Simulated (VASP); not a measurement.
# Sb (Pmma) in VASP: a series of runs

Sb is run at these levels: PBE; tasks: single point.

Everything below comes from runs of VASP 6.6.1. Logs are shortened: lines on timing, memory, paths and dates and some standing lists are left out, and cuts for length are marked.

## Step 1: The cell of the first run

It takes space group Pmma (No. 51, orthorhombic). Conventional cell: a = 12.728 Å, b = 4.380 Å, c = 4.474 Å, α = 90.00°, β = 90.00°, γ = 90.00°. Sb (site symmetry m) has 6 Sb at 2.91 to 3.49 Å within 3.8 Å. Within 3.8 Å of Sb (site symmetry m) lie 6 Sb at 2.87 to 3.49 Å.

## Step 2: Single point, PBE (volume scaled by 0.97, then relaxed in part)

Contents of INCAR:

```
  PREC = Accurate
  ENCUT = 520
  EDIFF = 1E-6
  ISMEAR = 0
  SIGMA = 0.1
  LREAL = F
  LASPH = T
  NELM = 80
  ALGO = Normal
  ISIF = 2
  LWAVE = F
  LCHARG = T
  GGA = PE
  LELF = T
  LVHAR = T
  NBANDS = 30
```

Contents of KPOINTS:

```
Automatic mesh
0
Gamma
  4 8 8
```

Contents of POSCAR:

```
Sb
1.0
   12.7278598535      0.0000000000      0.0000000000
    0.0000000000      4.3799728822      0.0000000000
    0.0000000000      0.0000000000      4.4741394969
Sb
8
Direct
    0.8642760812      0.0000000000      0.0573255103
    0.1128016260      0.5000000000      0.4903600112
    0.3642760812      0.0000000000      0.9426744897
    0.6128016260      0.5000000000      0.5096399888
    0.8871983740      0.5000000000      0.5096399888
    0.1357239188      0.0000000000      0.9426744897
    0.3871983740      0.5000000000      0.4903600112
    0.6357239188      0.0000000000      0.0573255103
```

Potentials or basis: VASP PAW PBE potentials, release 64 (Sb).

Command:

```sh
> cat potpaw_PBE.64/Sb/POTCAR > POTCAR
> mpirun -np 1 vasp_std > vasp.out
```

OUTCAR:

```text
PREC = Accurate
   ENCUT = 520
   EDIFF = 1E-6
   ISMEAR = 0
   LREAL = F
   LASPH = T
   NELM = 80
   ISIF = 2
   GGA = PE

 ion  position               nearest neighbor table
   1  0.864  0.000  0.057-   8 2.91   5 3.00   5 3.00   5 3.30   5 3.30   6 3.49
   2  0.113  0.500  0.490-   5 2.87   6 3.00   6 3.00   6 3.30   6 3.30   7 3.49
   3  0.364  0.000  0.943-   6 2.91   7 3.00   7 3.00   7 3.30   7 3.30   8 3.49
   4  0.613  0.500  0.510-   7 2.87   8 3.00   8 3.00   8 3.30   8 3.30   5 3.49
   5  0.887  0.500  0.510-   2 2.87   1 3.00   1 3.00   1 3.30   1 3.30   4 3.49
   6  0.136  0.000  0.943-   3 2.91   2 3.00   2 3.00   2 3.30   2 3.30   1 3.49
   7  0.387  0.500  0.490-   4 2.87   3 3.00   3 3.00   3 3.30   3 3.30   2 3.49
   8  0.636  0.000  0.057-   1 2.91   4 3.00   4 3.00   4 3.30   4 3.30   3 3.49

  LATTYP: Found a simple orthorhombic cell.
 ALAT       =     4.3799728822
 B/A-ratio  =     1.0214993602
 C/A-ratio  =     2.9059220675

  Lattice vectors:

 A1 = (   0.0000000000,   4.3799728822,   0.0000000000)
 A2 = (   0.0000000000,   0.0000000000,   4.4741394969)
 A3 = (  12.7278598535,   0.0000000000,   0.0000000000)

Analysis of symmetry for initial positions (statically):
=====================================================================
 Subroutine PRICEL returns:
 Original cell was already a primitive cell.

 Routine SETGRP: Setting up the symmetry group for a
 simple orthorhombic supercell.

 Subroutine GETGRP returns: Found  8 space group operations
 (whereof  4 operations were pure point group operations)
 out of a pool of  8 trial point group operations.

The static configuration has the point symmetry C_2h.
 The point group associated with its full space group is D_2h.

Analysis of symmetry for dynamics (positions and initial velocities):
=====================================================================
 Subroutine PRICEL returns:
 Original cell was already a primitive cell.

 Routine SETGRP: Setting up the symmetry group for a
 simple orthorhombic supercell.

 Subroutine GETGRP returns: Found  8 space group operations
 (whereof  4 operations were pure point group operations)
 out of a pool of  8 trial point group operations.

The dynamic configuration has the point symmetry C_2h.
 The point group associated with its full space group is D_2h.

 Subroutine INISYM returns: Found  8 space group operations
 (whereof  4 operations are pure point group operations),
 and found     1 'primitive' translations

----------------------------------------------------------------------------------------

                                     Primitive cell

  volume of cell :     249.4229

  direct lattice vectors                    reciprocal lattice vectors
    12.727859854  0.000000000  0.000000000     0.078567804  0.000000000  0.000000000
     0.000000000  4.379972882  0.000000000     0.000000000  0.228311916  0.000000000
     0.000000000  0.000000000  4.474139497     0.000000000  0.000000000  0.223506666

  length of vectors
    12.727859854  4.379972882  4.474139497     0.078567804  0.228311916  0.223506666

  position of ions in fractional coordinates (direct lattice)
     0.864276081  0.000000000  0.057325510
     0.112801626  0.500000000  0.490360011
     0.364276081  0.000000000  0.942674490
     0.612801626  0.500000000  0.509639989
     0.887198374  0.500000000  0.509639989
     0.135723919  0.000000000  0.942674490
     0.387198374  0.500000000  0.490360011
     0.635723919  0.000000000  0.057325510

  ion indices of the primitive-cell ions
   primitive index   ion index
                 1           1
                 2           2
                 3           3
                 4           4
                 5           5
                 6           6
                 7           7
                 8           8

----------------------------------------------------------------------------------------

 KPOINTS: Automatic mesh

Automatic generation of k-mesh.
 Grid dimensions read from file:
 generate k-points for:    4    8    8

 Generating k-lattice:

  Cartesian coordinates                     Fractional coordinates (reciprocal lattice)
     0.019641951  0.000000000  0.000000000     0.250000000  0.000000000  0.000000000
     0.000000000  0.028538989  0.000000000     0.000000000  0.125000000  0.000000000
     0.000000000  0.000000000  0.027938333     0.000000000  0.000000000  0.125000000

  Length of vectors
     0.019641951  0.028538989  0.027938333

  Shift w.r.t. Gamma in fractional coordinates (k-lattice)
     0.000000000  0.000000000  0.000000000

 Subroutine IBZKPT returns following result:
 ===========================================

 Found     75 irreducible k-points:

 Following reciprocal coordinates:
            Coordinates               Weight
  0.000000  0.000000  0.000000      1.000000
  0.250000  0.000000  0.000000      2.000000
  0.500000  0.000000  0.000000      1.000000
  0.000000  0.125000  0.000000      2.000000
  0.250000  0.125000  0.000000      4.000000
  0.500000  0.125000  0.000000      2.000000
[... 16 lines left out ...]
  0.250000  0.250000  0.125000      8.000000
  0.500000  0.250000  0.125000      4.000000
 [... further k-points ...]
   k-points           NKPTS =     75   k-points in BZ     NKDIM =     75   number of bands    NBANDS=     30
   number of dos      NEDOS =    301   number of ions     NIONS =      8
   total plane-waves  NPLWV = 124416
   dimension x,y,z NGX =    96 NGY =   36 NGZ =   36
   dimension x,y,z NGXF=   192 NGYF=   72 NGZF=   72
   ions per type =               8
   NGX,Y,Z   is equivalent  to a cutoff of  12.54, 13.66, 13.38 a.u.
   NGXF,Y,Z  is equivalent  to a cutoff of  25.08, 27.33, 26.75 a.u.
 SYSTEM =  unknown system
   PREC   = accura    normal or accurate (medium, high low for compatibility)
   ISTART =      0    job   : 0-new  1-cont  2-samecut
   ICHARG =      2    charge: 1-file 2-atom 10-const
   ISPIN  =      1    spin polarized calculation?
   LNONCOLLINEAR =      F non collinear calculations
   LSORBIT =      F    spin-orbit coupling
   LASPH  =      T    aspherical Exc in radial PAW
   ENCUT  =  520.0 eV  38.22 Ry    6.18 a.u.  23.67  8.14  8.32*2*pi/ulx,y,z
   NELM   =     80;   NELMIN=  2; NELMDL= -5     # of ELM steps
   EDIFF  = 0.1E-05   stopping-criterion for ELM
   LREAL  =      F    real-space projection
   EDIFFG = 0.1E-04   stopping-criterion for IOM
   NSW    =      0    number of steps for IOM
   IBRION =     -1    ionic relax: 0-MD 1-quasi-New 2-CG
   NFREE  =      0    steps in history (QN), initial steepest desc. (CG)
   ISIF   =      2    stress and relaxation
   ISYM   =      2    0-nonsym 1-usesym 2-fastsym
   POTIM  = 0.5000    time-step for ionic-motion
   TEBEG  =    0.0;   TEEND  =   0.0 temperature during run
   PSTRESS=    0.0 pullay stress
   NELECT =      40.0000    total number of electrons
   NUPDOWN=      -1.0000    fix difference up-down
   EMIN   =  10.00;   EMAX   =-10.00  energy-range for DOS
   EFERMI =   0.00;   METHOD = LEGACY
   ISMEAR =     0;   SIGMA  =   0.10  broadening in eV -4-tet -1-fermi 0-gaus
   EFERMI_NEDOS =   21; number of points for ismear=-14 and -15
   IALGO  =     38    algorithm
   IMIX   =      4    mixing-type and parameters
     AMIX     =   0.40;   BMIX     =  1.00
     AMIX_MAG =   1.60;   BMIX_MAG =  1.00
  volume/ion in A,a.u.               =      31.18       210.40
  Fermi-wavevector in a.u.,A,eV,Ry     =   0.889439  1.680796 10.763587  0.791101
  Thomas-Fermi vector in A             =   2.010999
   LORBIT       =      0    0 simple, 1 ext, 2 COOP (PROOUT), +10 PAW based schemes
   GGA     = PE    functional components
   LHFCALC =     F    Hartree Fock is set to
   AEXX    =    0.0000 exact exchange contribution
   IVDW    =     0    specifies the selected vdW correction
   LEPSILON=     F    determine dielectric tensor
   LRPA    =     F    only Hartree local field effects (RPA)
 non-spin polarized calculation
 Gauss-broadening in eV      SIGMA  =   0.10
  energy-cutoff  :      520.00
  volume of cell :      249.42
 maximum number of plane-waves:      6765
 NGX is ok and might be reduce to    96
   NGX = 47   NGY = 17   NGZ = 17

 number of electron      39.9999999 magnetization

 Free energy of the ion-electron system (eV)
  ---------------------------------------------------
  ext. energy  EPLUGINS =         0.00000000
  ---------------------------------------------------
  free energy    TOTEN  =       -32.93507409 eV

  energy without entropy =      -32.92633257  energy(sigma->0) =      -32.93070333

 E-fermi :   6.7792     XC(G=0):  -9.3971

 val. band max:        6.7426391650   @ k =   0.0000   0.3750   0.1250
 cond. band min:       6.8293537465   @ k =   0.0000   0.2500   0.1250
 fundamental gap:      0.0867145815
 Fermi energy:         6.7792115392

 k-point     1 :       0.0000    0.0000    0.0000
  band No.  band energies     occupation
      1      -5.5787      2.00000
      2      -4.7993      2.00000
      3      -4.7377      2.00000
      4      -3.2959      2.00000
      5      -1.2316      2.00000
      6       0.1209      2.00000
[... 22 lines left out ...]
     29      10.4124      0.00000
     30      10.5350      0.00000

 k-point     2 :       0.2500    0.0000    0.0000
  band No.  band energies     occupation
      1      -5.5265      2.00000
      2      -5.1163      2.00000
      3      -4.3466      2.00000
      4      -3.4793      2.00000
      5      -1.0781      2.00000
      6      -0.3215      2.00000
[... 22 lines left out ...]
     29      10.2417      0.00000
     30      10.6197      0.00000

 k-point     3 :       0.5000    0.0000    0.0000
  band No.  band energies     occupation
      1      -5.3710      2.00000
      2      -5.3710      2.00000
      3      -3.8891      2.00000
      4      -3.8891      2.00000
      5      -0.7351      2.00000
      6      -0.7351      2.00000
[... 682 lines left out ...]
     29       9.8786      0.00000
     30      10.6044      0.00000

 k-point    24 :       0.5000    0.2500    0.1250
  band No.  band energies     occupation
      1      -4.8367      2.00000
      2      -4.8367      2.00000
      3      -3.3886      2.00000
      4      -3.3886      2.00000
      5      -1.7964      2.00000
      6      -1.7964      2.00000
[... 22 lines left out ...]
     29      10.6410      0.00000
     30      10.6414      0.00000

 [... further k-points ...]
[... 5 lines left out ...]
  --------------------------------------------------------------------------------------
  -------------------------------------------------------------------------------------
  Total        1.1591084      0.9921765      0.9530772      0.0000000      0.0000000     -0.0000000
  in kB        7.4455759      6.3732828      6.1221270      0.0000000      0.0000000     -0.0000000
  external PRESSURE =       6.6469952 kB  Pullay stress =       0.0000000 kB

 VOLUME and BASIS-vectors are now :
 -----------------------------------------------------------------------------
  energy-cutoff  :      520.00
  volume of cell :      249.42
      direct lattice vectors                 reciprocal lattice vectors
    12.727859854  0.000000000  0.000000000     0.078567804  0.000000000  0.000000000
     0.000000000  4.379972882  0.000000000     0.000000000  0.228311916  0.000000000
     0.000000000  0.000000000  4.474139497     0.000000000  0.000000000  0.223506666

 POSITION                                       TOTAL-FORCE (eV/Angst)
 -----------------------------------------------------------------------------------
     11.00038      0.00000      0.25648         0.019421     -0.000000     -0.023165
      1.43572      2.18999      2.19394         0.033963      0.000000     -0.024209
      4.63645      0.00000      4.21766         0.019421      0.000000      0.023165
      7.79965      2.18999      2.28020         0.033963     -0.000000      0.024209
     11.29214      2.18999      2.28020        -0.033963      0.000000      0.024209
      1.72748      0.00000      4.21766        -0.019421     -0.000000      0.023165
      4.92821      2.18999      2.19394        -0.033963      0.000000     -0.024209
      8.09140      0.00000      0.25648        -0.019421     -0.000000     -0.023165
 -----------------------------------------------------------------------------------
    total drift:                               -0.000000     -0.000000      0.000000

  FREE ENERGIE OF THE ION-ELECTRON SYSTEM (eV)
  ---------------------------------------------------
  free  energy   TOTEN  =       -32.9350740865 eV

  energy  without entropy=      -32.9263325670  energy(sigma->0) =      -32.93070333
```

Wall time 3.9 min (1 thread of Intel Xeon 6975P-C (Granite Rapids), shared host); peak memory 0.58 GiB.

Results:

```
Free energy            : -32.9351 eV
Pressure               : 0.7 GPa
Largest force          : 0.042 eV/Å
Band gap on the k mesh : zero (band 20 reaches 6.90 eV, above the bottom of band 21 at 6.47 eV)
```

Forces on the atoms (eV/Å):
```
Sb   0.019  0.000 -0.023
Sb   0.034  0.000 -0.024
Sb   0.019  0.000  0.023
Sb   0.034  0.000  0.024
Sb  -0.034  0.000  0.024
Sb  -0.019  0.000  0.023
Sb  -0.034  0.000 -0.024
Sb  -0.019  0.000 -0.023
```

Stress tensor (GPa, compression positive):
```
0.74 0.00 0.00
0.00 0.64 0.00
0.00 0.00 0.61
```

Caveat: spin-orbit coupling is left out, which moves the levels of the heavy elements.

## Step 3: Single point, PBE (volume scaled by 1.03, then relaxed in part)

Contents of INCAR:

```
SYSTEM = Sb
PREC     = Accurate       ! precision mode
ENCUT    = 520            ! plane-wave cutoff, eV
EDIFF    = 1E-7           ! SCF threshold, eV
ISMEAR   = 0              ! smearing method
SIGMA    = 0.1            ! smearing width, eV
LREAL    = .FALSE.        ! projectors in reciprocal space
LASPH    = .TRUE.         ! aspherical terms in the spheres
NELM     = 80             ! most SCF steps
ALGO     = Normal         ! electronic algorithm
ISIF     = 2              ! what is computed and relaxed
LWAVE    = .FALSE.        ! write WAVECAR
LCHARG   = .FALSE.        ! write CHGCAR
GGA      = PE             ! functional
NBANDS   = 30             ! bands
```

Contents of KPOINTS:

```
regular mesh
0
G
  4 8 8
  0 0 0
```

Contents of POSCAR:

```
Sb
1.0
   13.0252514027      0.0000000000      0.0000000000
    0.0000000000      4.3862717818      0.0000000000
    0.0000000000      0.0000000000      4.6357516870
Sb
8
Direct
    0.8631846020      0.0000000000      0.0888994708
    0.1108230047      0.5000000000      0.4863183900
    0.3631846020      0.0000000000      0.9111005292
    0.6108230047      0.5000000000      0.5136816100
    0.8891769953      0.5000000000      0.5136816100
    0.1368153980      0.0000000000      0.9111005292
    0.3891769953      0.5000000000      0.4863183900
    0.6368153980      0.0000000000      0.0888994708
```

Potentials or basis: VASP PAW PBE potentials, release 64 (Sb).

Command:

```sh
> cat potpaw_PBE.64/Sb/POTCAR > POTCAR
> mpirun -np 1 vasp_std > vasp.out
```

Wall time 4.8 min (1 thread of Intel Xeon 6975P-C (Granite Rapids), shared host); peak memory 0.61 GiB.

Results (log left out):

```yaml
Free_energy: -32.9229 eV
Pressure: -0.5 GPa
Largest_force: 0.045 eV/Å
Band_gap_on_the_k_mesh: zero (band 20 reaches 6.32 eV, above the bottom of band 21 at 6.00 eV)
```

Forces in eV/Å, atoms in the order of the input:
```
Sb   0.014  0.000 -0.033
Sb   0.021  0.000 -0.039
Sb   0.014  0.000  0.033
Sb   0.021  0.000  0.039
Sb  -0.021  0.000  0.039
Sb  -0.014  0.000  0.033
Sb  -0.021  0.000 -0.039
Sb  -0.014  0.000 -0.033
```

Levels at points of the mesh, in eV from the Fermi level:
| k point | band 17 | band 18 | band 19 | band 20 | band 21 | band 22 | band 23 | band 24 |
| --- | --- | --- | --- | --- | --- | --- | --- | --- |
| (0.00, 0.00, 0.00) | -2.18 | -1.74 | -1.67 | -1.67 | 1.42 | 1.59 | 1.87 | 1.98 |
| (0.50, 0.00, 0.00) | -2.00 | -2.00 | -1.02 | -1.02 | 0.97 | 0.97 | 1.61 | 1.61 |
| (0.00, 0.50, 0.00) | -1.32 | -1.10 | -0.60 | -0.27 | -0.25 | -0.07 | 0.00 | 0.05 |
| (0.50, 0.50, 0.00) | -0.98 | -0.98 | -0.83 | -0.83 | 0.09 | 0.09 | 0.25 | 0.25 |
| (0.00, 0.00, 0.50) | -0.73 | -0.65 | -0.56 | -0.48 | 0.10 | 0.27 | 0.40 | 0.43 |
| (0.50, 0.00, 0.50) | -0.66 | -0.66 | -0.33 | -0.33 | 0.36 | 0.36 | 0.50 | 0.50 |
| (0.00, 0.50, 0.50) | -3.37 | -3.20 | -1.31 | -1.19 | 0.74 | 0.88 | 1.72 | 1.97 |
| (0.50, 0.50, 0.50) | -2.52 | -2.52 | -2.31 | -2.31 | 1.68 | 1.68 | 2.39 | 2.39 |

Caveat: spin-orbit coupling is left out, which moves the levels of the heavy elements.
